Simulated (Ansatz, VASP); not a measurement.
Two plane-wave programs on Co

```
Co
1.0
     0.00000    1.66480    1.66480
     1.66480    0.00000    1.66480
     1.66480    1.66480    0.00000
Co
1
Direct
  0.00000 0.00000 0.00000
```

Alike in both runs: task single point; functional LDA; k mesh 18 × 18 × 18; occupations fermi-dirac, width 0.1 eV; no spin polarisation.

|  | VASP | Ansatz |
| --- | --- | --- |
| version | VASP 6.6.1 | Ansatz 0.2.0 |
| potentials or method | VASP PAW LDA potentials, release 64 (Co), cutoff 520 eV | plane waves (420 eV) with PAW, scalar-relativistic |
| valence electrons in the cell | 9 | 17 |

|  | VASP | Ansatz | Ansatz less VASP |
| --- | --- | --- | --- |
| pressure (GPa) | 12.9 | 14.1 | +1.15 |

Ansatz warns that its potentials were made for another functional, while VASP's fit it. LDA's correlation is that of Perdew and Zunger in VASP and of Perdew and Wang (1992) in Ansatz. VASP's potentials hold 9 valence electrons a cell and Ansatz's 17, so a difference there can come from the potentials and not from the codes.
